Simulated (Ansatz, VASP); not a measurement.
# Two plane-wave programs on Rh

INCAR

```
SYSTEM = Rh
PREC = Accurate
ENCUT = 520
EDIFF = 1E-6
ISMEAR = 0
SIGMA = 0.15
LREAL = .FALSE.
LASPH = .TRUE.
NELM = 80
ALGO = Fast
ISIF = 2
LWAVE = .FALSE.
LCHARG = .FALSE.
GGA = PS
NBANDS = 14
```

File KPOINTS:

```
Automatic mesh
0
G
  28 28 28
  0 0 0
```

Contents of POSCAR:

```
Rh
1.0
    0.0000000000      2.0789962383      1.8899965803
    1.8899965803      0.0000000000      1.8899965803
    1.8899965803      2.0789962383      0.0000000000
Rh
1
Direct
    0.0000000000      0.0000000000      0.0000000000
```

Input for Ansatz:

```yaml
crystal:
  lattice:
    - [0.0, 2.0789962383, 1.8899965803]
    - [1.8899965803, 0.0, 1.8899965803]
    - [1.8899965803, 2.0789962383, 0.0]
  atoms:
    - { symbol: Rh, position: [0.0, 0.0, 0.0] }
basis:
  ecutwfc: 420
kpoints:
  mp_grid: { grid: [28, 28, 28] }
hamiltonian:
  xc: pbesol
scf:
  occupations: { method: gaussian, width: 0.15 }
output:
  forces: true
  stress: true
  eigenvalues: true
```

Change from the starting cell: strain +0.1000 x Voigt [0, 1, 0, 0, 0, 0], atoms carried along.

Alike in both runs: task single point; functional PBEsol; k mesh 28 × 28 × 28; occupations gaussian, width 0.15 eV; no spin polarisation.

|  | VASP | Ansatz |
| --- | --- | --- |
| version | VASP 6.6.1 | Ansatz 0.2.0 |
| potentials or method | VASP PAW PBE potentials, release 64 (Rh_pv), cutoff 520 eV | scalar-relativistic, plane waves, PAW |
| valence electrons in the cell | 15 | 17 |

|  | VASP | Ansatz | Ansatz less VASP |
| --- | --- | --- | --- |
| gap on the k mesh at the Fermi level (eV) | none | none | - |
| pressure (GPa) | -20.6 | -20.6 | +0.02 |
| traceless stress, the component that is largest in VASP (GPa) | -12.64 | -12.68 | -0.041 |

VASP's potentials were made for PBE, not for PBEsol. A gap of «none» marks a metal or a gap that the smearing closes. With one functional, cell and mesh, what is left measures potentials, basis and numerics. VASP's potentials hold 15 valence electrons a cell and Ansatz's 17, so a difference there can come from the potentials and not from the codes.
